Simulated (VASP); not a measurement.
Write the native input for VASP 6.6.1 that does the following.

```
Task                   : relaxation of cell and atoms
Functional             : PBE
Potentials or basis    : VASP PAW PBE potentials, release 64 (Te, Mo_sv)
Cutoff                 : 600 eV
k mesh                 : 4 × 4 × 4
Occupations            : gaussian, width 0.1 eV
Spin                   : no spin polarisation
Dipole correction      : no
Further INCAR settings : ALGO = Normal; EDIFF = 1e-06; IBRION = 2; EDIFFG = -0.04; NSW = 90; ISIF = 3
```

The structure of Te2Mo lies in POSCAR:

```
Te2Mo
1.0
    0.0000000000      3.4946144500      3.4946144500
    3.4946144500      0.0000000000      3.4946144500
    3.4946144500      3.4946144500      0.0000000000
Te Mo
2 1
Direct
    0.2500000000      0.2500000000      0.2500000000
    0.7500000000      0.7500000000      0.7500000000
    0.0000000000      0.0000000000      0.0000000000
```

These files were run (other wordings do the same):

INCAR

```
SYSTEM = Te2Mo
ALGO = Normal ; EDIFF = 1E-6
EDIFFG = -0.04 ; ENCUT = 600
GGA = PE ; IBRION = 2
ISIF = 3 ; ISMEAR = 0
LASPH = .True. ; LCHARG = .False.
LREAL = .False. ; LWAVE = .False.
NELM = 60 ; NSW = 90
PREC = Accurate ; SIGMA = 0.1
```

KPOINTS

```
k-points
0
Gamma
  4 4 4
  0 0 0
```

Potentials or basis: VASP PAW PBE potentials, release 64 (Te, Mo_sv).

Launch:

```bash
$ cat potpaw_PBE.64/Te/POTCAR potpaw_PBE.64/Mo_sv/POTCAR > POTCAR
$ mpirun -np 1 vasp_std > vasp.out
```

Results of the run:

```
Relaxed volume                         : 24.82 Å³/atom
Relaxed cell                           : a = 4.722 Å, b = 4.722 Å, c = 4.722 Å, α = 60.00°, β = 60.00°, γ = 60.00°
Space group after relaxing (to 0.05 Å) : Fm-3m (No. 225)
Energy gained by relaxing              : 118.5 meV/atom
Ionic steps                            : 3
Pressure after relaxing                : -0.1 GPa
Band gap on the k mesh                 : zero (band 13 reaches 8.79 eV, above the bottom of band 14 at 8.10 eV)
```

Caveat: the k points lie up to 0.41 Å⁻¹ apart in the final cell; spin-orbit coupling is left out, which moves the levels of the heavy elements.

It took 24 s on 1 thread of Intel(R) Xeon(R) 6975P-C (Granite Rapids), on a shared host, peak memory 0.24 GiB.
